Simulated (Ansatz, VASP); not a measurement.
One calculation of BN, two programs

```xyz
4
Lattice="2.5152 0.0000 0.0000 -1.2576 2.1782 0.0000 0.0000 0.0000 4.1606" Properties=species:S:1:pos:R:3 pbc="T T T"
B     0.0000    1.4521   -0.0010
B     1.2576    0.7261    2.0793
N     0.0000    1.4521    1.5571
N     1.2576    0.7261    3.6374
```

Change from the starting cell: strained cell.

Alike in both runs: task relaxation of the atoms; functional PBEsol; k mesh 9 × 9 × 6; occupations gaussian, width 0.02 eV; no spin polarisation.

```csv
,VASP,Ansatz
version,VASP 6.6.1,Ansatz 0.2.0
potentials or method,"VASP PAW PBE potentials, release 64 (B, N), cutoff 520 eV","scalar-relativistic, plane waves, PAW"
valence electrons in the cell,16,16
```

Ansatz gave:

- gap on the k mesh at the Fermi level, each at its own relaxed structure (eV): 4.89

Task: Which values does VASP return?

Result: gap on the k mesh at the Fermi level, each at its own relaxed structure (eV): 4.88.

VASP's potentials were made for PBE, not for PBEsol, and Ansatz warns of the same on its side. Ansatz's warnings: stress scf threshold loose.
